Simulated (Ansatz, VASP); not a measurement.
# BeTe: VASP beside Ansatz

```
Be Te
1.0
     0.00000    2.73453    2.73453
     2.73453    0.00000    2.73453
     2.73453    2.73453    0.00000
Be Te
1 1
Direct
  0.00000 0.00000 0.00000
  0.25000 0.25000 0.25000
```

Change from the starting cell: volume scaled by 0.9, LAPW.

Alike in both runs: task single point; functional PBE; k mesh 13 × 13 × 13; occupations fermi-dirac, width 0.1 eV; no spin polarisation.

|  | VASP | Ansatz |
| --- | --- | --- |
| version | VASP 6.6.1 | Ansatz 0.2.0 |
| potentials or method | VASP PAW PBE potentials, release 64 (Be, Te), cutoff 520 eV | all-electron LAPW, scalar-relativistic |

```csv
,VASP,Ansatz,Ansatz less VASP
pressure (GPa),7.5,7.3,-0.22
```

Ansatz ran all-electron here, and VASP with PAW potentials.

Neither program's run includes spin-orbit coupling.
